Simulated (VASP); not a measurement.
# ZnS (P3_221) in VASP: relaxation of cell and atoms with PBE+D3(BJ)

Aim: the relaxation of cell and atoms of ZnS with PBE+D3(BJ).

Everything below comes from runs of VASP 6.6.1. Logs are shortened: lines on timing, memory, paths and dates and some standing lists are left out, and cuts for length are marked.

## 1. The cell of the first run

The structure is trigonal, space group P3_221 (No. 154). Conventional cell: a = 4.031 Å, b = 4.031 Å, c = 9.132 Å, α = 90.00°, β = 90.00°, γ = 120.00°. Zn (site symmetry 2) has 6 S at 2.45 to 3.20 Å within 3.3 Å. S (site symmetry 2) has 6 Zn at 2.45 to 3.20 Å within 3.3 Å.

## 2. Relaxation of cell and atoms, PBE+D3(BJ)

File INCAR:

```
PREC = Accurate
ENCUT = 600
EDIFF = 1E-6
ISMEAR = 0
SIGMA = 0.1
LREAL = F
LASPH = T
NELM = 100
ALGO = Normal
ISIF = 3
LWAVE = F
LCHARG = F
GGA = PE
IVDW = 12
IBRION = 2
NSW = 80
EDIFFG = -0.05
```

File KPOINTS:

```
Automatic mesh
0
Gamma
  6 6 2
```

File POSCAR:

```
ZnS
1.0
    4.0305977447      0.0000000000      0.0000000000
   -2.0152988723      3.4906000393      0.0000000000
    0.0000000000      0.0000000000      9.1322912006
Zn S
3 3
Direct
    0.6512493676      0.6512493676      0.0000000000
    0.3487506324      0.0000000000      0.6666666667
    0.0000000000      0.3487506324      0.3333333333
    0.5435685535      0.5435685535      0.5000000000
    0.4564314465      0.0000000000      0.1666666667
    0.0000000000      0.4564314465      0.8333333333
```

Potentials or basis: VASP PAW PBE potentials, release 64 (Zn, S).

Started as:

```
$ cat potpaw_PBE.64/Zn/POTCAR potpaw_PBE.64/S/POTCAR > POTCAR
$ mpirun -np 1 vasp_std > vasp.out
```

OUTCAR:

```text
PREC = Accurate
   ENCUT = 600
   EDIFF = 1E-6
   ISMEAR = 0
   LREAL = F
   LASPH = T
   NELM = 100
   ISIF = 3
   GGA = PE
   IVDW = 12
   IBRION = 2
   NSW = 80
   EDIFFG = -0.05
 IVDW          = 12

 ion  position               nearest neighbor table
   1  0.651  0.651  0.000-   5 2.45   6 2.45   5 2.79   6 2.79
   2  0.349  0.000  0.667-   6 2.45   4 2.45   6 2.79   4 2.79
   3  0.000  0.349  0.333-   5 2.45   4 2.45   5 2.79   4 2.79
   4  0.544  0.544  0.500-   2 2.45   3 2.45   2 2.79   3 2.79
   5  0.456  0.000  0.167-   3 2.45   1 2.45   3 2.79   1 2.79
   6  0.000  0.456  0.833-   2 2.45   1 2.45   2 2.79   1 2.79

  LATTYP: Found a hexagonal cell.
 ALAT       =     4.0305977447
 C/A-ratio  =     2.2657411578

  Lattice vectors:

 A1 = (   4.0305977447,   0.0000000000,   0.0000000000)
 A2 = (  -2.0152988723,   3.4906000393,   0.0000000000)
 A3 = (   0.0000000000,   0.0000000000,   9.1322912006)

Analysis of symmetry for initial positions (statically):
=====================================================================
 Subroutine PRICEL returns:
 Original cell was already a primitive cell.

 Routine SETGRP: Setting up the symmetry group for a
 hexagonal supercell.

 Subroutine GETGRP returns: Found  6 space group operations
 (whereof  2 operations were pure point group operations)
 out of a pool of 24 trial point group operations.

The static configuration has the point symmetry C_2 .
 The point group associated with its full space group is D_3 .

Analysis of symmetry for dynamics (positions and initial velocities):
=====================================================================
 Subroutine PRICEL returns:
 Original cell was already a primitive cell.

 Routine SETGRP: Setting up the symmetry group for a
 hexagonal supercell.

 Subroutine GETGRP returns: Found  6 space group operations
 (whereof  2 operations were pure point group operations)
 out of a pool of 24 trial point group operations.

The dynamic configuration has the point symmetry C_2 .
 The point group associated with its full space group is D_3 .

 Subroutine INISYM returns: Found  6 space group operations
 (whereof  2 operations are pure point group operations),
 and found     1 'primitive' translations

----------------------------------------------------------------------------------------

                                     Primitive cell

  volume of cell :     128.4841

  direct lattice vectors                    reciprocal lattice vectors
     4.030597745  0.000000000  0.000000000     0.248102158  0.143241848  0.000000000
    -2.015298872  3.490600039  0.000000000     0.000000000  0.286483696  0.000000000
     0.000000000  0.000000000  9.132291201     0.000000000  0.000000000  0.109501545

  length of vectors
     4.030597745  4.030597745  9.132291201     0.286483696  0.286483696  0.109501545

  position of ions in fractional coordinates (direct lattice)
     0.651249368  0.651249368  0.000000000
     0.348750632  0.000000000  0.666666667
     1.000000000  0.348750632  0.333333333
     0.543568554  0.543568554  0.500000000
     0.456431446  0.000000000  0.166666667
     1.000000000  0.456431446  0.833333333

  ion indices of the primitive-cell ions
   primitive index   ion index
                 1           1
                 2           2
                 3           3
                 4           4
                 5           5
                 6           6

----------------------------------------------------------------------------------------

 KPOINTS: Automatic mesh

Automatic generation of k-mesh.
 Grid dimensions read from file:
 generate k-points for:    6    6    2

 Generating k-lattice:

  Cartesian coordinates                     Fractional coordinates (reciprocal lattice)
     0.041350360  0.023873641  0.000000000     0.166666667 -0.000000000  0.000000000
     0.000000000  0.047747283  0.000000000     0.000000000  0.166666667  0.000000000
     0.000000000  0.000000000  0.054750773     0.000000000  0.000000000  0.500000000

  Length of vectors
     0.047747283  0.047747283  0.054750773

  Shift w.r.t. Gamma in fractional coordinates (k-lattice)
     0.000000000  0.000000000  0.000000000

 Subroutine IBZKPT returns following result:
 ===========================================

 Found     14 irreducible k-points:

 Following reciprocal coordinates:
            Coordinates               Weight
  0.000000  0.000000  0.000000      1.000000
  0.166667 -0.000000  0.000000      6.000000
  0.333333 -0.000000  0.000000      6.000000
  0.500000 -0.000000  0.000000      3.000000
  0.166667  0.166667  0.000000      6.000000
  0.333333  0.166667  0.000000     12.000000
  0.333333  0.333333  0.000000      2.000000
  0.000000  0.000000  0.500000      1.000000
  0.166667 -0.000000  0.500000      6.000000
  0.333333 -0.000000  0.500000      6.000000
  0.500000 -0.000000  0.500000      3.000000
  0.166667  0.166667  0.500000      6.000000
  0.333333  0.166667  0.500000     12.000000
  0.333333  0.333333  0.500000      2.000000
   k-points           NKPTS =     14   k-points in BZ     NKDIM =     14   number of bands    NBANDS=     32
   number of dos      NEDOS =    301   number of ions     NIONS =      6
   total plane-waves  NPLWV =  81920
   dimension x,y,z NGX =    32 NGY =   32 NGZ =   80
   dimension x,y,z NGXF=    64 NGYF=   64 NGZF=  160
   ions per type =               3   3
   NGX,Y,Z   is equivalent  to a cutoff of  13.20, 13.20, 14.56 a.u.
   NGXF,Y,Z  is equivalent  to a cutoff of  26.40, 26.40, 29.13 a.u.
 SYSTEM =  unknown system
   PREC   = accura    normal or accurate (medium, high low for compatibility)
   ISTART =      0    job   : 0-new  1-cont  2-samecut
   ICHARG =      2    charge: 1-file 2-atom 10-const
   ISPIN  =      1    spin polarized calculation?
   LNONCOLLINEAR =      F non collinear calculations
   LSORBIT =      F    spin-orbit coupling
   LASPH  =      T    aspherical Exc in radial PAW
   ENCUT  =  600.0 eV  44.10 Ry    6.64 a.u.   8.05  8.05 18.24*2*pi/ulx,y,z
   NELM   =    100;   NELMIN=  2; NELMDL= -5     # of ELM steps
   EDIFF  = 0.1E-05   stopping-criterion for ELM
   LREAL  =      F    real-space projection
   EDIFFG = -.5E-01   stopping-criterion for IOM
   NSW    =     80    number of steps for IOM
   IBRION =      2    ionic relax: 0-MD 1-quasi-New 2-CG
   NFREE  =      1    steps in history (QN), initial steepest desc. (CG)
   ISIF   =      3    stress and relaxation
   ISYM   =      2    0-nonsym 1-usesym 2-fastsym
   POTIM  = 0.5000    time-step for ionic-motion
   TEBEG  =    0.0;   TEEND  =   0.0 temperature during run
   PSTRESS=    0.0 pullay stress
   NELECT =      54.0000    total number of electrons
   NUPDOWN=      -1.0000    fix difference up-down
   EMIN   =  10.00;   EMAX   =-10.00  energy-range for DOS
   EFERMI =   0.00;   METHOD = LEGACY
   ISMEAR =     0;   SIGMA  =   0.10  broadening in eV -4-tet -1-fermi 0-gaus
   EFERMI_NEDOS =   21; number of points for ismear=-14 and -15
   IALGO  =     38    algorithm
   IMIX   =      4    mixing-type and parameters
     AMIX     =   0.40;   BMIX     =  1.00
     AMIX_MAG =   1.60;   BMIX_MAG =  1.00
  volume/ion in A,a.u.               =      21.41       144.51
  Fermi-wavevector in a.u.,A,eV,Ry     =   1.226280  2.317333 20.459933  1.503763
  Thomas-Fermi vector in A             =   2.361287
   LORBIT       =      0    0 simple, 1 ext, 2 COOP (PROOUT), +10 PAW based schemes
   GGA     = PE    functional components
   LHFCALC =     F    Hartree Fock is set to
   AEXX    =    0.0000 exact exchange contribution
   IVDW    =    12    specifies the selected vdW correction
   LEPSILON=     F    determine dielectric tensor
   LRPA    =     F    only Hartree local field effects (RPA)
 conjugate gradient relaxation of ions
 non-spin polarized calculation
 Gauss-broadening in eV      SIGMA  =   0.10
  energy-cutoff  :      600.00
  volume of cell :      128.48
 maximum number of plane-waves:      4314
   NGX = 17   NGY = 17   NGZ = 37

--------------------------------------- Ionic step        1  -------------------------------------------

 number of electron      54.0000002 magnetization

 Free energy of the ion-electron system (eV)
  ---------------------------------------------------
  ext. energy  EPLUGINS =         0.00000000
  ---------------------------------------------------
  free energy    TOTEN  =       -18.31708957 eV

  energy without entropy =      -18.31708957  energy(sigma->0) =      -18.31708957

 E-fermi :   1.9857     XC(G=0):  -9.5036

 val. band max:        1.5253652915   @ k =   0.0000   0.0000   0.5000
 cond. band min:       2.3952232500   @ k =   0.0000   0.0000   0.0000
 fundamental gap:      0.8698579586
 Fermi energy:         1.9856755432

 k-point     1 :       0.0000    0.0000    0.0000
  band No.  band energies     occupation
      1     -10.8261      2.00000
      2     -10.0280      2.00000
      3     -10.0280      2.00000
      4      -4.5848      2.00000
      5      -4.5848      2.00000
      6      -4.5065      2.00000
[... 604 lines left out ...]
  FREE ENERGIE OF THE ION-ELECTRON SYSTEM (eV)
  ---------------------------------------------------
  free  energy   TOTEN  =       -21.0909814424 eV

  energy  without entropy=      -21.0909814424  energy(sigma->0) =      -21.09098144

[... ionic steps 4 to 18 ...]

--------------------------------------- Ionic step       19  -------------------------------------------

 number of electron      54.0000009 magnetization

------------------------ aborting loop because EDIFF is reached ----------------------------------------

 Edisp (eV)   -2.11232

 E8    (eV) :    -0.8323
[... 77 lines left out ...]
  energy  without entropy=      -21.4729610807  energy(sigma->0) =      -21.47296108

--------------------------------------- Ionic step       21  -------------------------------------------

 number of electron      54.0000006 magnetization

 Free energy of the ion-electron system (eV)
  ---------------------------------------------------
  ext. energy  EPLUGINS =         0.00000000
  ---------------------------------------------------
  free energy    TOTEN  =       -19.37994899 eV

  energy without entropy =      -19.37994899  energy(sigma->0) =      -19.37994899

 E-fermi :   3.7604     XC(G=0): -10.3867

 val. band max:        3.3479922378   @ k =   0.0000   0.0000   0.5000
 cond. band min:       4.9369474384   @ k =   0.0000   0.0000   0.0000
 fundamental gap:      1.5889552006
 Fermi energy:         3.7603895084

 k-point     1 :       0.0000    0.0000    0.0000
  band No.  band energies     occupation
      1     -10.4337      2.00000
      2      -9.3426      2.00000
      3      -9.3426      2.00000
      4      -3.4715      2.00000
      5      -3.4715      2.00000
      6      -3.4273      2.00000
[... 516 lines left out ...]
  FREE ENERGIE OF THE ION-ELECTRON SYSTEM (eV)
  ---------------------------------------------------
  free  energy   TOTEN  =       -21.4740138173 eV

  energy  without entropy=      -21.4740138173  energy(sigma->0) =      -21.47401382

 reached required accuracy - stopping structural energy minimisation
```

Run time: 16 min. Hardware: 1 thread of AMD EPYC 7R13 (Zen 3), shared host; peak memory 0.29 GiB.

Results:

```yaml
Free_energy: -21.4740 eV
Relaxed_volume: 17.59 Å³/atom
Relaxed_cell: a = 3.752 Å, b = 3.752 Å, c = 8.656 Å, α = 90.00°, β = 90.00°, γ = 120.00°
Space_group_after_relaxing_to_0.1_Å: P6_222 (No. 180)
Energy_gained_by_relaxing: 242.0 meV/atom
Ionic_steps: 21
Pressure_after_relaxing: 0.0 GPa
Largest_force_after_relaxing: 0.017 eV/Å
Band_gap_on_the_k_mesh: 1.59 eV (least direct gap 1.78 eV)
Dispersion_energy_per_atom: -0.349 eV
```

Forces in eV/Å, atoms in the order of the input:
```
Zn  -0.007 -0.012  0.000
Zn   0.014  0.000  0.000
Zn  -0.007  0.012  0.000
S   -0.008 -0.015  0.000
S    0.017  0.000  0.000
S   -0.008  0.015  0.000
```

Step by step:
| step | energy change (eV) | largest force (eV/Å) | pressure (GPa) | volume (Å³) |
| --- | --- | --- | --- | --- |
| 1 | 0.0000 | 0.9295 | -11.15 | 128.48 |
| 2 | -1.0557 | 0.4551 | 2.00 | 102.71 |
| 3 | -1.0688 | 0.4389 | 0.31 | 104.73 |
| 4 | -1.0685 | 0.4355 | -0.09 | 105.17 |
| 5 | -1.1074 | 0.4136 | -0.16 | 105.00 |
| 6 | -1.1723 | 0.3441 | -0.40 | 104.41 |
| 7 | -1.1761 | 0.3192 | -0.19 | 104.20 |
| 8 | -1.2128 | 0.2968 | 0.15 | 103.75 |
| 9 | -1.2972 | 0.2022 | 1.27 | 102.42 |
| 10 | -1.2995 | 0.3892 | 4.54 | 99.75 |
| 11 | -1.3314 | 0.1944 | 2.66 | 101.16 |
| 12 | -1.3673 | 0.2657 | 1.21 | 102.96 |
| 13 | -1.3845 | 0.3467 | -0.69 | 105.63 |
| 14 | -1.3986 | 0.3178 | -0.66 | 105.71 |
| 15 | -1.4265 | 0.2183 | -0.51 | 105.95 |
| 16 | -1.4104 | 0.0221 | -0.46 | 106.35 |
| 17 | -1.4325 | 0.1451 | -0.44 | 106.09 |
| 18 | -1.4458 | 0.0781 | 0.40 | 105.10 |
| 19 | -1.4480 | 0.0463 | 0.79 | 104.62 |
| 20 | -1.4508 | 0.0180 | -0.47 | 106.02 |
| 21 | -1.4518 | 0.0169 | 0.04 | 105.52 |

Final structure:
```
CELL_PARAMETERS angstrom
3.75180 0.00000 0.00000
-1.87590 3.24915 0.00000
0.00000 0.00000 8.65589
ATOMIC_POSITIONS crystal
Zn 0.50626 0.50626 0.00000
Zn 0.49374 0.00000 0.66667
Zn 0.00000 0.49374 0.33333
S 0.50301 0.50301 0.50000
S 0.49699 0.00000 0.16667
S 0.00000 0.49699 0.83333
```

Levels at points of the mesh, in eV from the valence-band top:
```
           k point  band 25  band 26  band 27  band 28  band 29  band 30
(0.00, 0.00, 0.00)    -0.63    -0.52    -0.19     1.59     3.75     3.75
(0.50, 0.00, 0.00)    -1.76    -1.32    -1.28     2.44     3.21     3.56
(0.00, 0.00, 0.50)    -0.61    -0.61     0.00     3.07     3.07     3.67
(0.50, 0.00, 0.50)    -1.63    -1.54    -1.19     2.41     3.27     3.89
```

Caveat: the volume moved by over 15 % at a fixed basis, so the end points are rough. A k mesh can miss the band edges.
